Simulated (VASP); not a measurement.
# Cu (Im-3m) in VASP: further runs, part 2 of 2

VASP 6.6.1.

### Step 3. Single point, PBEsol

This run uses another cell than the first one, of 9.18 Å³/atom.

Input file INCAR:

```
PREC = Accurate
ENCUT = 600
EDIFF = 1E-6
ISMEAR = -1
SIGMA = 0.1
LREAL = F
LASPH = T
NELM = 120
ALGO = Normal
ISIF = 2
LWAVE = F
LCHARG = T
GGA = PS
LELF = T
LVHAR = T
NBANDS = 12
GGA_COMPAT = F
```

Input file KPOINTS:

```
regular mesh
0
Gamma
  12 12 12
```

Input file POSCAR:

```
Cu
1.0
   -1.3189400181      1.3189400181      1.3189400181
    1.3189400181     -1.3189400181      1.3189400181
    1.3189400181      1.3189400181     -1.3189400181
Cu
1
Direct
    0.0000000000      0.0000000000      0.0000000000
```

Potentials or basis: VASP PAW PBE potentials, release 64 (Cu).

The run is started by

```bash
$ cat potpaw_PBE.64/Cu/POTCAR > POTCAR
$ mpirun -np 1 vasp_std > vasp.out
```

OUTCAR:

```text
PREC = Accurate
   ENCUT = 600
   EDIFF = 1E-6
   ISMEAR = -1
   LREAL = F
   LASPH = T
   NELM = 120
   ISIF = 2
   GGA = PS

 ion  position               nearest neighbor table
   1  0.000  0.000  0.000-

  LATTYP: Found a body centered cubic cell.
 ALAT       =     2.6378800362

  Lattice vectors:

 A1 = (  -1.3189400181,   1.3189400181,   1.3189400181)
 A2 = (   1.3189400181,  -1.3189400181,   1.3189400181)
 A3 = (   1.3189400181,   1.3189400181,  -1.3189400181)

Analysis of symmetry for initial positions (statically):
=====================================================================
 Subroutine PRICEL returns:
 Original cell was already a primitive cell.

 Routine SETGRP: Setting up the symmetry group for a
 body centered cubic supercell.

 Subroutine GETGRP returns: Found 48 space group operations
 (whereof 48 operations were pure point group operations)
 out of a pool of 48 trial point group operations.

The static configuration has the point symmetry O_h .

Analysis of symmetry for dynamics (positions and initial velocities):
=====================================================================
 Subroutine PRICEL returns:
 Original cell was already a primitive cell.

 Routine SETGRP: Setting up the symmetry group for a
 body centered cubic supercell.

 Subroutine GETGRP returns: Found 48 space group operations
 (whereof 48 operations were pure point group operations)
 out of a pool of 48 trial point group operations.

The dynamic configuration has the point symmetry O_h .

 Subroutine INISYM returns: Found 48 space group operations
 (whereof 48 operations are pure point group operations),
 and found     1 'primitive' translations

----------------------------------------------------------------------------------------

                                     Primitive cell

  volume of cell :       9.1777

  direct lattice vectors                    reciprocal lattice vectors
    -1.318940018  1.318940018  1.318940018     0.000000000  0.379092296  0.379092296
     1.318940018 -1.318940018  1.318940018     0.379092296  0.000000000  0.379092296
     1.318940018  1.318940018 -1.318940018     0.379092296  0.379092296  0.000000000

  length of vectors
     2.284471123  2.284471123  2.284471123     0.536117467  0.536117467  0.536117467

  position of ions in fractional coordinates (direct lattice)
     0.000000000  0.000000000  0.000000000

  ion indices of the primitive-cell ions
   primitive index   ion index
                 1           1

----------------------------------------------------------------------------------------

 KPOINTS: regular mesh

Automatic generation of k-mesh.
 Grid dimensions read from file:
 generate k-points for:   12   12   12

 Generating k-lattice:

  Cartesian coordinates                     Fractional coordinates (reciprocal lattice)
     0.000000000  0.031591025  0.031591025     0.083333333  0.000000000  0.000000000
     0.031591025  0.000000000  0.031591025     0.000000000  0.083333333  0.000000000
     0.031591025  0.031591025  0.000000000     0.000000000  0.000000000  0.083333333

  Length of vectors
     0.044676456  0.044676456  0.044676456

  Shift w.r.t. Gamma in fractional coordinates (k-lattice)
     0.000000000  0.000000000  0.000000000

 Subroutine IBZKPT returns following result:
 ===========================================

 Found     72 irreducible k-points:

 Following reciprocal coordinates:
            Coordinates               Weight
  0.000000  0.000000  0.000000      1.000000
  0.083333  0.000000  0.000000     12.000000
  0.166667  0.000000  0.000000     12.000000
  0.250000  0.000000  0.000000     12.000000
  0.333333  0.000000  0.000000     12.000000
  0.416667  0.000000  0.000000     12.000000
[... 16 lines left out ...]
  0.333333  0.083333  0.083333     24.000000
  0.416667  0.083333  0.083333     12.000000
 [... further k-points ...]
   k-points           NKPTS =     72   k-points in BZ     NKDIM =     72   number of bands    NBANDS=     12
   number of dos      NEDOS =    301   number of ions     NIONS =      1
   total plane-waves  NPLWV =   5832
   dimension x,y,z NGX =    18 NGY =   18 NGZ =   18
   dimension x,y,z NGXF=    36 NGYF=   36 NGZF=   36
   ions per type =               1
   NGX,Y,Z   is equivalent  to a cutoff of  13.10, 13.10, 13.10 a.u.
   NGXF,Y,Z  is equivalent  to a cutoff of  26.20, 26.20, 26.20 a.u.
 SYSTEM =  unknown system
   PREC   = accura    normal or accurate (medium, high low for compatibility)
   ISTART =      0    job   : 0-new  1-cont  2-samecut
   ICHARG =      2    charge: 1-file 2-atom 10-const
   ISPIN  =      1    spin polarized calculation?
   LNONCOLLINEAR =      F non collinear calculations
   LSORBIT =      F    spin-orbit coupling
   LASPH  =      T    aspherical Exc in radial PAW
   ENCUT  =  600.0 eV  44.10 Ry    6.64 a.u.   4.56  4.56  4.56*2*pi/ulx,y,z
   NELM   =    120;   NELMIN=  2; NELMDL= -5     # of ELM steps
   EDIFF  = 0.1E-05   stopping-criterion for ELM
   LREAL  =      F    real-space projection
   EDIFFG = 0.1E-04   stopping-criterion for IOM
   NSW    =      0    number of steps for IOM
   IBRION =     -1    ionic relax: 0-MD 1-quasi-New 2-CG
   NFREE  =      0    steps in history (QN), initial steepest desc. (CG)
   ISIF   =      2    stress and relaxation
   ISYM   =      2    0-nonsym 1-usesym 2-fastsym
   POTIM  = 0.5000    time-step for ionic-motion
   TEBEG  =    0.0;   TEEND  =   0.0 temperature during run
   PSTRESS=    0.0 pullay stress
   NELECT =      11.0000    total number of electrons
   NUPDOWN=      -1.0000    fix difference up-down
   EMIN   =  10.00;   EMAX   =-10.00  energy-range for DOS
   EFERMI =   0.00;   METHOD = LEGACY
   ISMEAR =    -1;   SIGMA  =   0.10  broadening in eV -4-tet -1-fermi 0-gaus
   EFERMI_NEDOS =   21; number of points for ismear=-14 and -15
   IALGO  =     38    algorithm
   IMIX   =      4    mixing-type and parameters
     AMIX     =   0.40;   BMIX     =  1.00
     AMIX_MAG =   1.60;   BMIX_MAG =  1.00
  volume/ion in A,a.u.               =       9.18        61.93
  Fermi-wavevector in a.u.,A,eV,Ry     =   1.738978  3.286191 41.144610  3.024043
  Thomas-Fermi vector in A             =   2.811907
   LORBIT       =      0    0 simple, 1 ext, 2 COOP (PROOUT), +10 PAW based schemes
   GGA     = PS    functional components
   LHFCALC =     F    Hartree Fock is set to
   AEXX    =    0.0000 exact exchange contribution
   IVDW    =     0    specifies the selected vdW correction
   LEPSILON=     F    determine dielectric tensor
   LRPA    =     F    only Hartree local field effects (RPA)
 non-spin polarized calculation
  energy-cutoff  :      600.00
  volume of cell :        9.18
 maximum number of plane-waves:       321
   NGX =  9   NGY =  9   NGZ =  9

 number of electron      11.0000014 magnetization

 Free energy of the ion-electron system (eV)
  ---------------------------------------------------
  ext. energy  EPLUGINS =         0.00000000
  ---------------------------------------------------
  free energy    TOTEN  =        -3.92339103 eV

  energy without entropy =       -3.90975807  energy(sigma->0) =       -3.91657455

 E-fermi :  11.0958     XC(G=0): -14.4548

 val. band max:       10.9587153987   @ k =   0.3333   0.0833   0.0833
 cond. band min:      11.1443335252   @ k =  -0.3333   0.4167   0.1667
 fundamental gap:      0.1856181266
 Fermi energy:        11.0958158311

 k-point     1 :       0.0000    0.0000    0.0000
  band No.  band energies     occupation
      1      -0.5183      2.00000
      2       6.9198      2.00000
      3       6.9198      2.00000
      4       6.9198      2.00000
      5       8.3947      2.00000
      6       8.3947      2.00000
      7      38.4347      0.00000
      8      38.4347      0.00000
      9      38.4347      0.00000
     10      44.0339      0.00000
     11      44.0339      0.00000
     12      45.8791      0.00000
[... 331 lines left out ...]
 k-point    24 :       0.4167    0.0833    0.0833
  band No.  band energies     occupation
      1       4.6123      2.00000
      2       5.8054      2.00000
      3       7.7401      2.00000
      4       8.4114      2.00000
      5       8.5805      2.00000
      6      12.0040      0.00023
      7      17.0055      0.00000
      8      27.1368      0.00000
      9      28.3691      0.00000
     10      39.8226      0.00000
     11      44.3307      0.00000
     12      49.6819      0.00000

 [... further k-points ...]

------------------------ aborting loop because EDIFF is reached ----------------------------------------

  FORCE on cell =-STRESS in cart. coord.  units (eV):
  Direction    XX          YY          ZZ          XY          YZ          ZX
  --------------------------------------------------------------------------------------
  -------------------------------------------------------------------------------------
  Total        3.4880637      3.4880637      3.4880637     -0.0000000     -0.0000000      0.0000000
  in kB      608.9194784    608.9194784    608.9194784     -0.0000000     -0.0000000      0.0000000
  external PRESSURE =     608.9194784 kB  Pullay stress =       0.0000000 kB

 VOLUME and BASIS-vectors are now :
 -----------------------------------------------------------------------------
  energy-cutoff  :      600.00
  volume of cell :        9.18
      direct lattice vectors                 reciprocal lattice vectors
    -1.318940018  1.318940018  1.318940018     0.000000000  0.379092296  0.379092296
     1.318940018 -1.318940018  1.318940018     0.379092296  0.000000000  0.379092296
     1.318940018  1.318940018 -1.318940018     0.379092296  0.379092296  0.000000000

 POSITION                                       TOTAL-FORCE (eV/Angst)
 -----------------------------------------------------------------------------------
      0.00000      0.00000      0.00000         0.000000      0.000000      0.000000
 -----------------------------------------------------------------------------------
    total drift:                                0.000000      0.000000      0.000000

  FREE ENERGIE OF THE ION-ELECTRON SYSTEM (eV)
  ---------------------------------------------------
  free  energy   TOTEN  =        -3.9233910286 eV

  energy  without entropy=       -3.9097580675  energy(sigma->0) =       -3.91657455
```

stdout:

```text
POSCAR found type information on POSCAR Cu
 POSCAR found :  1 types and       1 ions
 scaLAPACK will be used
 -----------------------------------------------------------------------------
|                                                                             |
|                                                                             |
|     You enforced a specific xc type in the INCAR file but a different       |
|     I HOPE YOU KNOW WHAT YOU ARE DOING!                                     |
|                                                                             |
 -----------------------------------------------------------------------------

 LDA part: xc-table for (Slater+PW92), standard interpolation
 POSCAR, INCAR and KPOINTS ok, starting setup
 FFT: planning ... GRIDC
 FFT: planning ... GRID_SOFT
 FFT: planning ... GRID
 WAVECAR not read
 entering main loop
```

It took 6.9 s on 1 thread of Intel Xeon Platinum 8375C at 2.90GHz (Ice Lake), shared host; peak memory 0.12 GiB.

What came out:

```
Free energy            : -3.9234 eV
Pressure               : 60.9 GPa
Band gap on the k mesh : zero (an odd number of electrons rules out a gap without spin polarisation)
```

Levels at points of the mesh, in eV from the Fermi level:
```csv
k point,band 3,band 4,band 5,band 6,band 7,band 8
"(0.00, 0.00, 0.00)",-4.18,-4.18,-2.70,-2.70,27.34,27.34
"(0.50, 0.00, 0.00)",-2.75,-2.52,-1.61,-1.44,5.77,19.43
"(0.50, 0.50, 0.50)",-1.87,-1.87,-1.87,9.26,9.26,9.26
```

Caveat: the cell stands under pressure; the PAW data sets were made with another functional, which shifts forces and pressure a little.

### Step 4. Single point, PBEsol

This run uses another cell than the first one, of 10.33 Å³/atom.

Input file INCAR:

```
PREC = Accurate ; ENCUT = 600
EDIFF = 1E-6 ; ISMEAR = -1
SIGMA = 0.1 ; LREAL = F
LASPH = T ; NELM = 120
ALGO = Normal ; ISIF = 2
LWAVE = F ; LCHARG = F
GGA = PS ; NBANDS = 12
GGA_COMPAT = F
```

KPOINTS is that of step 3.

Input file POSCAR:

```
Cu
1.0
   -1.3718163584      1.3718163584      1.3718163584
    1.3718163584     -1.3718163584      1.3718163584
    1.3718163584      1.3718163584     -1.3718163584
Cu
1
Direct
    0.0000000000      0.0000000000      0.0000000000
```

The run is started by

```bash
$ cat potpaw_PBE.64/Cu/POTCAR > POTCAR
$ mpirun -np 1 vasp_std > vasp.out
```

It took 7.7 s on 1 thread of Intel Xeon Platinum 8375C at 2.90GHz (Ice Lake), shared host; peak memory 0.13 GiB.

Results (log left out):

| Quantity | Value |
| --- | --- |
| Free energy | -4.2017 eV |
| Pressure | 20.8 GPa |
| Band gap on the k mesh | zero (an odd number of electrons rules out a gap without spin polarisation) |

Levels at points of the mesh, in eV from the Fermi level:
```csv
k point,band 1,band 2,band 3,band 4,band 5,band 6,band 7,band 8,band 9,band 10
"(0.00, 0.00, 0.00)",-10.51,-3.63,-3.63,-3.63,-2.39,-2.39,26.29,26.29,26.29,31.02
"(0.50, 0.00, 0.00)",-5.94,-4.51,-2.43,-2.25,-1.49,-1.04,5.05,18.53,19.20,22.99
"(0.50, 0.50, 0.50)",-5.53,-5.53,-1.70,-1.70,-1.70,8.72,8.72,8.72,14.60,14.60
```

Caveat: the cell stands under pressure; the PAW data sets were made with another functional, which shifts forces and pressure a little.

### Step 5. Single point, PBEsol

This run uses another cell than the first one, of 11.36 Å³/atom.

Input file INCAR:

```
PREC = Accurate
ENCUT = 600
EDIFF = 1E-6
ISMEAR = -1
SIGMA = 0.1
LREAL = F
LASPH = T
NELM = 120
ALGO = Normal
ISIF = 2
LWAVE = F
LCHARG = F
GGA = PS
NBANDS = 12
GGA_COMPAT = F
```

Input file KPOINTS:

```
Automatic mesh
0
Gamma
  12 12 12
```

Input file POSCAR:

```
Cu
1.0
   -1.4160685430      1.4160685430      1.4160685430
    1.4160685430     -1.4160685430      1.4160685430
    1.4160685430      1.4160685430     -1.4160685430
Cu
1
Direct
    0.0000000000      0.0000000000      0.0000000000
```

The run is started by

```bash
$ cat potpaw_PBE.64/Cu/POTCAR > POTCAR
$ mpirun -np 1 vasp_std > vasp.out
```

Run time: 8.8 s. Hardware: 1 thread of Intel Xeon Platinum 8375C at 2.90GHz (Ice Lake), shared host; peak memory 0.13 GiB.

It converged, with:

| Property | Result |
| --- | --- |
| Free energy | -4.2659 eV |
| Pressure | 0.9 GPa |
| Band gap on the k mesh | zero (an odd number of electrons rules out a gap without spin polarisation) |

Levels at points of the mesh, in eV from the Fermi level:
| k point | band 1 | band 2 | band 3 | band 4 | band 5 | band 6 | band 7 | band 8 | band 9 | band 10 |
| --- | --- | --- | --- | --- | --- | --- | --- | --- | --- | --- |
| (0.00, 0.00, 0.00) | -9.70 | -3.26 | -3.26 | -3.26 | -2.18 | -2.18 | 25.41 | 25.41 | 25.41 | 29.30 |
| (0.50, 0.00, 0.00) | -5.30 | -4.02 | -2.22 | -2.06 | -1.41 | -0.74 | 4.52 | 17.77 | 17.96 | 21.78 |
| (0.50, 0.50, 0.50) | -4.88 | -4.88 | -1.59 | -1.59 | -1.59 | 8.30 | 8.30 | 8.30 | 13.86 | 13.86 |

Caveat: the PAW data sets were made with another functional, which shifts forces and pressure a little.

### Step 6. Relaxation of cell and atoms, PBEsol

This run uses another cell than the first one, of 11.82 Å³/atom.

Input file INCAR:

```
  PREC = Accurate
  ENCUT = 600
  EDIFF = 1E-7
  ISMEAR = -1
  SIGMA = 0.1
  LREAL = F
  LASPH = T
  NELM = 120
  ALGO = Normal
  ISIF = 3
  LWAVE = F
  LCHARG = F
  GGA = PS
  IBRION = 2
  NSW = 50
  EDIFFG = -0.03
  GGA_COMPAT = F
  NELMIN = 4
```

Input file KPOINTS:

```
regular mesh
0
Gamma
  12 12 12
```

Input file POSCAR:

```
Cu
1.0
   -1.4350000000      1.4350000000      1.4350000000
    1.4350000000     -1.4350000000      1.4350000000
    1.4350000000      1.4350000000     -1.4350000000
Cu
1
Direct
    0.0000000000      0.0000000000      0.0000000000
```

Potentials or basis: VASP PAW PBE potentials, release 64 (Cu).

The run is started by

```bash
$ cat potpaw_PBE.64/Cu/POTCAR > POTCAR
$ mpirun -np 1 vasp_std > vasp.out
```

Wall time 15 s (1 thread of Intel Xeon Platinum 8375C at 2.90GHz (Ice Lake), shared host); peak memory 0.13 GiB.

It converged, with:

* Free energy: -4.2662 eV
* Relaxed volume: 11.41 Å³/atom
* Relaxed cell: a = 2.457 Å, b = 2.457 Å, c = 2.457 Å, α = 109.47°, β = 109.47°, γ = 109.47°
* Space group after relaxing (to 0.1 Å): Im-3m (No. 229)
* Energy gained by relaxing: 6.7 meV/atom
* Ionic steps: 3
* Pressure after relaxing: 0.0 GPa
* Band gap on the k mesh: zero (an odd number of electrons rules out a gap without spin polarisation)

The path:
```
step  energy change (eV)  largest force (eV/Å)  pressure (GPa)  volume (Å³)
   1              0.0000                0.0000           -5.14        11.82
   2             -0.0043                0.0000            3.46        11.18
   3             -0.0067                0.0000            0.01        11.41
```

Final structure:
```yaml
crystal:
  lattice:
    - [-1.41839, 1.41839, 1.41839]
    - [1.41839, -1.41839, 1.41839]
    - [1.41839, 1.41839, -1.41839]
  atoms:
    - { symbol: Cu, position: [0.00000, 0.00000, 0.00000] }
```

Levels at points of the mesh, in eV from the Fermi level:
| k point | band 3 | band 4 | band 5 | band 6 | band 7 | band 8 |
| --- | --- | --- | --- | --- | --- | --- |
| (0.00, 0.00, 0.00) | -3.24 | -3.24 | -2.17 | -2.17 | 25.36 | 25.36 |
| (0.50, 0.00, 0.00) | -2.21 | -2.05 | -1.40 | -0.73 | 4.49 | 17.73 |
| (0.50, 0.50, 0.50) | -1.58 | -1.58 | -1.58 | 8.28 | 8.28 | 8.28 |

Caveat: the PAW data sets were made with another functional, which shifts forces and pressure a little.

### Step 7. Summary

| task | cell | gap on the mesh (eV) | pressure (GPa) |
| --- | --- | --- | --- |
| single point | a = 2.324 Å, angles 109.5°, 1 atom | none | 40.9 |
| single point | a = 2.284 Å, angles 109.5°, 1 atom | none | 60.9 |
| single point | a = 2.376 Å, angles 109.5°, 1 atom | none | 20.8 |
| single point | a = 2.453 Å, angles 109.5°, 1 atom | none | 0.9 |
| relaxation of cell and atoms | relaxed from a = 2.485 Å, angles 109.5°, 1 atom | none | 0.0 |

Alike in all rows: level PBEsol; potentials or basis VASP PAW PBE potentials, release 64 (Cu); no spin polarisation; k mesh 12 × 12 × 12; cutoff (eV) 600; smearing fermi-dirac 0.1 eV.

Caveats: the PAW data sets were made with another functional, which shifts forces and pressure a little; the cell stands under pressure (at least some runs).

Total energies depend on the potentials used, so only differences within one code and one set of settings carry meaning.
